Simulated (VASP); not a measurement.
Si2Br3, 5 atoms in the cell. The structure is trigonal, space group P-3m1 (No. 164). Conventional cell: a = 4.257 Å, b = 4.257 Å, c = 9.094 Å, α = 90.00°, β = 90.00°, γ = 120.00°. Within 3.7 Å of Si (site symmetry 3m) lie 6 Br at 2.77 to 3.01 Å. Br (site symmetry 3m) has 3 Si at 2.77 Å within 3.7 Å. Within 4.0 Å of Br (site symmetry -3m) lie 6 Si at 3.01 Å and 6 Br at 3.89 Å. 

```yaml
Program: VASP 6.6.1
Task: relaxation of cell and atoms
Functional: PBE
Dispersion: D3(BJ)
Potentials_or_basis: VASP PAW PBE potentials, release 64 (Si, Br)
Cutoff: 600 eV
k_mesh: 12 × 12 × 4
Occupations: gaussian, width 0.1 eV
Spin: no spin polarisation
Dipole_correction: no
Further_INCAR_settings: ALGO = Normal; EDIFF = 1e-07; IBRION = 2; EDIFFG = -0.01; NSW = 100; ISIF = 3
```

Potentials or basis: VASP PAW PBE potentials, release 64 (Si, Br).

Run with:

```console
$ cat potpaw_PBE.64/Si/POTCAR potpaw_PBE.64/Br/POTCAR > POTCAR
$ mpirun -np 1 vasp_std > vasp.out
```

Hardware: 1 thread of Intel(R) Xeon(R) Platinum 8259CL CPU @ 2.50GHz (Skylake/Cascade Lake) (shared host).

Question: How long does it take, and how much memory?

Answer: Wall time 22 min on 1 thread of Intel(R) Xeon(R) Platinum 8259CL CPU @ 2.50GHz (Skylake/Cascade Lake), with other jobs on the host, peak memory 0.47 GiB. Counts: scf iterations 92, k points 69, ion steps 11.
